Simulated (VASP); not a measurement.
# La16HO24 (a cell with a defect) in VASP: notebook, part 2 of 2

VASP 6.6.1.

### 3 Single point, PBE

INCAR

```
PREC = Accurate
ENCUT = 520
EDIFF = 1E-6
ISMEAR = -1
SIGMA = 0.01
LREAL = Auto
LASPH = True
NELM = 80
ALGO = Normal
ISIF = 2
LWAVE = False
LCHARG = True
GGA = PE
LELF = True
LVHAR = True
NBANDS = 186
NELECT = 322.0
```

KPOINTS

```
Automatic mesh
0
Gamma
  1 1 1
```

POSCAR

```
La16HO24
1.0
    7.8811453700     -0.0000000600      0.0000000000
   -3.9405726400      6.8252721300      0.0000000000
    0.0000000000      0.0000000000     12.3757188400
La O H
16 24 1
Direct
    0.3147087956      0.1693210171      0.3824667529
    0.1691895126      0.3263642779      0.1236042140
    0.3252941715      0.1611427352      0.8708038813
    0.1625029111      0.3421406451      0.6216335471
    0.3218704886      0.6658197553      0.3759632923
    0.1559641231      0.8269315716      0.1294882359
    0.3250090030      0.6702295428      0.8782903151
    0.1677064417      0.8282232419      0.6196284918
    0.8283161511      0.1845249575      0.3597966355
    0.6741491334      0.3370249562      0.1012769453
    0.8265515360      0.1660981464      0.8701143860
    0.6619343464      0.3329581585      0.6139280553
    0.8324985493      0.6756201016      0.3726947145
    0.6476534878      0.8349246639      0.1168928463
    0.8341785356      0.6732537491      0.8692964133
    0.6489766430      0.8303397917      0.6188863935
    0.3636894504      0.1864057575      0.1849987891
    0.1540369454      0.3242113966      0.3101066734
    0.0154877544     -0.0123296181     -0.0041939382
    0.3326269493      0.1720108734      0.6730299959
    0.1610955631      0.3327436572      0.8301372335
   -0.0063150412      0.0167704668      0.4884713428
    0.3240241142      0.6575745163      0.1707847461
    0.1698237020      0.8527109102      0.3230669710
   -0.0033634531      0.5318075134     -0.0066474522
    0.3260142533      0.6635232901      0.6922708176
    0.1652158266      0.8380588936      0.8125448816
    0.0380523155      0.5180221294      0.5057752265
    0.8294958167      0.1563219795      0.1597352869
    0.6472176868      0.3297596046      0.4210869742
    0.4894645188     -0.0039938291     -0.0019812182
    0.8250874331      0.1706094684      0.6793441342
    0.6620151915      0.3332870831      0.8275748773
    0.4676008172     -0.0526474205      0.5105428688
    0.8753130538      0.4974648612      0.2388854367
    0.6547930611      0.8380955265      0.3128290203
    0.5225458989      0.5169137529      0.0053454673
    0.8236633837      0.6624836290      0.6693455230
    0.6632128161      0.8385592443      0.8219938681
    0.4571434805      0.5246164489      0.5042997567
   -0.1130047627     -0.1890983952      0.1987129016
```

Potentials or basis: VASP PAW PBE potentials, release 64 (La, O, H).

Run with:

```
$ cat potpaw_PBE.64/La/POTCAR potpaw_PBE.64/O/POTCAR potpaw_PBE.64/H/POTCAR > POTCAR
$ mpirun -np 1 vasp_gam > vasp.out
```

OUTCAR:

```text
PREC = Accurate
   ENCUT = 520
   EDIFF = 1E-6
   ISMEAR = -1
   LREAL = Auto
   LASPH = True
   NELM = 80
   ISIF = 2
   GGA = PE
   NELECT = 322.0

 ion  position               nearest neighbor table
   1  0.315  0.169  0.382-  24 2.29  30 2.32  18 2.33  17 2.47  22 2.55
   2  0.169  0.326  0.124-  18 2.31  23 2.34  29 2.36  17 2.42  19 2.80  37 2.82
   3  0.325  0.161  0.871-  27 2.32  21 2.35  33 2.36  20 2.45  19 2.62  31 2.74
   4  0.163  0.342  0.622-  26 2.36  20 2.41  32 2.41  40 2.50  28 2.51  21 2.58  22 2.77
   5  0.322  0.666  0.376-  36 2.40  24 2.41  40 2.47  18 2.47  28 2.52  23 2.54  34 2.54
   6  0.156  0.827  0.129-  41 2.23  23 2.36  24 2.40  17 2.56  25 2.63  19 2.64  35 2.78  31 2.80
[... 22 lines left out ...]
  26  0.326  0.664  0.692-   7 2.30   4 2.36   8 2.38  16 2.38
  27  0.165  0.838  0.813-   3 2.32  15 2.37   7 2.38   8 2.39
  28  0.038  0.518  0.506-   4 2.51   5 2.52   8 2.55
  29  0.829  0.156  0.160-  14 2.26   2 2.36  10 2.41   9 2.49
  30  0.647  0.330  0.421-   1 2.32   9 2.36  12 2.39  13 2.44
  31  0.489  0.996  0.998-  14 2.63  10 2.66   7 2.67   3 2.74  11 2.79   6 2.80
  32  0.825  0.171  0.679-  11 2.36  12 2.36   4 2.41  16 2.44
  33  0.662  0.333  0.828-  11 2.32   3 2.36  15 2.38  12 2.64
  34  0.468  0.947  0.511-  16 2.45   8 2.46   5 2.54
  35  0.875  0.497  0.239-  10 2.24  13 2.30   9 2.75   6 2.78
  36  0.655  0.838  0.313-   5 2.40  14 2.43   9 2.43  13 2.44
  37  0.523  0.517  0.005-  10 2.56  14 2.59  15 2.71   2 2.82
  38  0.824  0.662  0.669-  12 2.35  16 2.42   8 2.43  15 2.48
  39  0.663  0.839  0.822-  11 2.31  15 2.37   7 2.41  16 2.52
  40  0.457  0.525  0.504-   5 2.47   4 2.50  16 2.54
  41  0.887  0.811  0.199-   6 2.23  14 2.23

  LATTYP: Found a hexagonal cell.
 ALAT       =     7.8811453700
 C/A-ratio  =     1.5702944507

  Lattice vectors:

 A1 = (   7.8811453700,  -0.0000000600,   0.0000000000)
 A2 = (  -3.9405726400,   6.8252721300,   0.0000000000)
 A3 = (   0.0000000000,   0.0000000000,  12.3757188400)

Analysis of symmetry for initial positions (statically):
=====================================================================
 Subroutine PRICEL returns:
[... 203 lines left out ...]
   LHFCALC =     F    Hartree Fock is set to
   AEXX    =    0.0000 exact exchange contribution
   IVDW    =     0    specifies the selected vdW correction
   LEPSILON=     F    determine dielectric tensor
   LRPA    =     F    only Hartree local field effects (RPA)
 non-spin polarized calculation
  energy-cutoff  :      520.00
  volume of cell :      665.70
 maximum number of plane-waves:      8979
 NGX is ok and might be reduce to    60
   NGX = 29   NGY = 29   NGZ = 47

 number of electron     322.0000025 magnetization

 Free energy of the ion-electron system (eV)
  ---------------------------------------------------
  ext. energy  EPLUGINS =         0.00000000
  ---------------------------------------------------
  free energy    TOTEN  =      -326.08969235 eV

  energy without entropy =     -326.08969235  energy(sigma->0) =     -326.08969235

 E-fermi :   6.6817     XC(G=0): -10.4215

 val. band max:        6.3284095897   @ k =   0.0000   0.0000   0.0000
 cond. band min:       9.5177033553   @ k =   0.0000   0.0000   0.0000
 fundamental gap:      3.1892937657
 Fermi energy:         6.6817282833

 k-point     1 :       0.0000    0.0000    0.0000
  band No.  band energies     occupation
      1     -24.1128      2.00000
      2     -24.0215      2.00000
      3     -23.9747      2.00000
      4     -23.9184      2.00000
      5     -23.8942      2.00000
      6     -23.8675      2.00000
[... 165 lines left out ...]
    172      10.3968      0.00000
    173      10.4500      0.00000
 [bands above 173 left out]

------------------------ aborting loop because EDIFF is reached ----------------------------------------

  FORCE on cell =-STRESS in cart. coord.  units (eV):
  Direction    XX          YY          ZZ          XY          YZ          ZX
  --------------------------------------------------------------------------------------
  -------------------------------------------------------------------------------------
  Total       23.0554583     20.8815139     19.5652493     -1.3784678     -1.0303518     -2.1764460
  in kB       55.4887063     50.2565674     47.0886486     -3.3176263     -2.4797983     -5.2381597
  external PRESSURE =      50.9446408 kB  Pullay stress =       0.0000000 kB

 VOLUME and BASIS-vectors are now :
 -----------------------------------------------------------------------------
  energy-cutoff  :      520.00
  volume of cell :      665.70
      direct lattice vectors                 reciprocal lattice vectors
     7.881145370 -0.000000060  0.000000000     0.126885111  0.073257152  0.000000000
    -3.940572640  6.825272130  0.000000000     0.000000001  0.146514305  0.000000000
     0.000000000  0.000000000 12.375718840     0.000000000  0.000000000  0.080803387

 POSITION                                       TOTAL-FORCE (eV/Angst)
 -----------------------------------------------------------------------------------
      1.81304      1.15566      4.73330         0.001961     -0.005434     -0.010325
      0.04734      2.22753      1.52969         0.004168     -0.006299      0.014820
      1.92870      1.09984     10.77682         0.000873     -0.012242     -0.011484
     -0.06752      2.33520      7.69316        -0.001234      0.002701      0.013156
     -0.08700      4.54440      4.65282        -0.000507      0.001991     -0.007529
     -2.02941      5.64403      1.60251        -0.018092     -0.001483      0.013785
[... 33 lines left out ...]
      1.53552      3.58065      6.24107        -0.003443      0.005430     -0.006240
      3.79512      5.53462      2.45922         0.011032     -0.000042     -0.007666
 -----------------------------------------------------------------------------------
    total drift:                                0.023500      0.001173      0.019279

  FREE ENERGIE OF THE ION-ELECTRON SYSTEM (eV)
  ---------------------------------------------------
  free  energy   TOTEN  =      -326.0896923536 eV

  energy  without entropy=     -326.0896923536  energy(sigma->0) =     -326.08969235
```

Run time: 12 min. Hardware: 1 thread of Intel Xeon 8259CL, shared host; peak memory 0.73 GiB.

What came out:

* Free energy: -326.0897 eV
* Largest force: 0.030 eV/Å

Forces on the atoms (eV/Å):
```
La   0.002 -0.005 -0.010
La   0.004 -0.006  0.015
La   0.001 -0.012 -0.011
La  -0.001  0.003  0.013
La  -0.001  0.002 -0.008
La  -0.018 -0.001  0.014
La  -0.008  0.008 -0.021
La  -0.008  0.009  0.011
La  -0.003  0.015 -0.026
La   0.007  0.022  0.001
La  -0.001  0.005 -0.008
La  -0.001  0.000 -0.002
La  -0.002 -0.001 -0.028
La   0.001  0.012 -0.007
La  -0.002 -0.009  0.005
La   0.002  0.004  0.015
O   -0.009 -0.005 -0.010
O    0.004 -0.006  0.014
O    0.005  0.008  0.006
O    0.003  0.001 -0.002
O    0.008 -0.010  0.009
O    0.011 -0.004  0.007
O   -0.009  0.013 -0.015
O    0.001  0.007 -0.006
O    0.007 -0.009 -0.006
O    0.010  0.006  0.005
O   -0.002  0.012  0.008
O    0.000 -0.002  0.002
O    0.004 -0.015 -0.002
O   -0.003 -0.016 -0.002
O    0.002 -0.003  0.010
O   -0.002 -0.006 -0.014
O    0.004 -0.007  0.006
O   -0.004 -0.013  0.006
O   -0.001 -0.013  0.005
O   -0.007  0.015  0.019
O   -0.003 -0.006 -0.002
O   -0.001 -0.008  0.007
O    0.001  0.012  0.016
O   -0.003  0.005 -0.006
H    0.011  0.000 -0.008
```

Levels at points of the mesh, in eV from the Fermi level:
```tsv
k point	band 157	band 158	band 159	band 160	band 161	band 162	band 163	band 164	band 165	band 166
(0.00, 0.00, 0.00)	-0.93	-0.90	-0.82	-0.78	-0.35	2.84	2.86	3.10	3.28	3.36
```

Caveat: the k points lie up to 0.92 Å⁻¹ apart, too coarse for converged energies, forces and pressures; the cell carries a net charge on a neutralising background, which shifts energy and pressure; the cell is charged against a uniform background, so pressure and absolute levels hang on convention; spin-orbit coupling is left out, which moves the levels of the heavy elements.

### 4 Single point, PBE

INCAR

```
PREC = Accurate
ENCUT = 520
EDIFF = 1E-6
ISMEAR = -1
SIGMA = 0.01
LREAL = Auto
LASPH = T
NELM = 100
ALGO = Normal
ISIF = 2
LWAVE = F
LCHARG = T
GGA = PE
LELF = T
LVHAR = T
NBANDS = 186
NELECT = 322.0
```

KPOINTS is that of step 3.

POSCAR

```
La16HO24
1.0
    7.8811453700     -0.0000000600      0.0000000000
   -3.9405726400      6.8252721300      0.0000000000
    0.0000000000      0.0000000000     12.3757188400
La O H
16 24 1
Direct
    0.3272056580      0.1833607504      0.3740287784
    0.1672382900      0.3428456720      0.1248653125
    0.3324279701      0.1641383667      0.8699212659
    0.1658492216      0.3406466388      0.6217621861
    0.3381704740      0.6742280649      0.3749934901
    0.1660598396      0.8363111245      0.1261937202
    0.3285071342      0.6681228137      0.8787509752
    0.1730174082      0.8292252532      0.6186446298
    0.8399580275      0.1743321039      0.3739073309
    0.6627949352      0.3476936882      0.1096798511
    0.8264389120      0.1689638197      0.8725956964
    0.6635457998      0.3317517597      0.6124643019
    0.8330586168      0.6675641591      0.3736867377
    0.6610874684      0.8362963309      0.1220265279
    0.8341296536      0.6705048477      0.8694417786
    0.6547533357      0.8315510255      0.6222748835
    0.3365851678      0.1692364785      0.1740561520
    0.1588992160      0.3364898814      0.3095399184
   -0.0199095046     -0.0387455615      0.0077553475
    0.3377462197      0.1719260416      0.6726718753
    0.1614365429      0.3238407154      0.8298917528
    0.0047697535      0.0338641443      0.4907838549
    0.3334196956      0.6725137009      0.1732502191
    0.1774646588      0.8611636135      0.3282022687
   -0.0013724334      0.5125533361     -0.0138696590
    0.3278546727      0.6632980976      0.6920355990
    0.1662280973      0.8403562379      0.8141963413
    0.0478308939      0.5224325030      0.5030253257
    0.8237587699      0.1712679036      0.1701221583
    0.6608087668      0.3294059192      0.4108428824
    0.4952421229     -0.0103314518     -0.0039456294
    0.8286842158      0.1750148605      0.6781439615
    0.6597419414      0.3315173368      0.8230532005
    0.4817788785     -0.0482096486      0.5105605647
    0.9005584844      0.5801962147      0.2091922929
    0.6900780118      0.8563189760      0.3138842317
    0.5186850216      0.5169068667     -0.0023560652
    0.8295479393      0.6613358360      0.6661867570
    0.6687020949      0.8387028284      0.8174678280
    0.4673734442      0.5242022530      0.5021205702
   -0.4137425478     -0.4588896919      0.2308961634
```

Run with:

```
$ cat potpaw_PBE.64/La/POTCAR potpaw_PBE.64/O/POTCAR potpaw_PBE.64/H/POTCAR > POTCAR
$ mpirun -np 1 vasp_gam > vasp.out
```

It took 11 min on 1 thread of Intel Xeon 8259CL, shared host; peak memory 0.73 GiB.

The run converged. Its results:

```yaml
Free_energy: -326.4883 eV
Largest_force: 0.581 eV/Å
```

Forces in eV/Å, atoms in the order of the input:
```
La   0.008  0.013 -0.028
La  -0.032  0.027  0.012
La   0.016  0.012  0.002
La   0.018  0.008  0.036
La   0.016  0.025 -0.030
La   0.025  0.018 -0.016
La   0.012 -0.003  0.000
La   0.012  0.005  0.013
La   0.035 -0.004  0.004
La  -0.058  0.044  0.023
La   0.003  0.022  0.009
La   0.011 -0.001  0.020
La   0.015 -0.004 -0.038
La   0.019 -0.017  0.026
La   0.008 -0.019 -0.002
La   0.010  0.008  0.019
O   -0.026 -0.010 -0.024
O    0.013  0.030  0.010
O   -0.036 -0.027  0.056
O    0.010 -0.003  0.001
O    0.014 -0.012 -0.014
O    0.024  0.022 -0.001
O    0.005  0.037 -0.015
O    0.017  0.025  0.014
O    0.022 -0.037 -0.024
O    0.010  0.019  0.009
O   -0.004  0.013  0.019
O    0.027  0.020 -0.015
O   -0.014  0.033  0.049
O    0.039  0.017 -0.029
O    0.013  0.001 -0.011
O    0.008  0.008 -0.012
O    0.000  0.008 -0.032
O    0.020  0.013  0.001
O   -0.026  0.137 -0.101
O    0.037  0.029  0.010
O    0.007 -0.003 -0.035
O    0.019  0.010  0.000
O    0.020  0.001  0.010
O    0.017  0.002 -0.004
H   -0.334 -0.467  0.090
```

Levels at points of the mesh, in eV from the Fermi level:
```csv
k point,band 158,band 159,band 160,band 161,band 162,band 163,band 164,band 165
"(0.00, 0.00, 0.00)",-1.06,-1.01,-0.91,-0.35,2.75,2.95,2.97,3.19
```

Caveat: the k points lie up to 0.92 Å⁻¹ apart, too coarse for converged energies, forces and pressures; the cell carries a net charge on a neutralising background, which shifts energy and pressure; the cell is charged against a uniform background, so pressure and absolute levels hang on convention; spin-orbit coupling is left out, which moves the levels of the heavy elements.
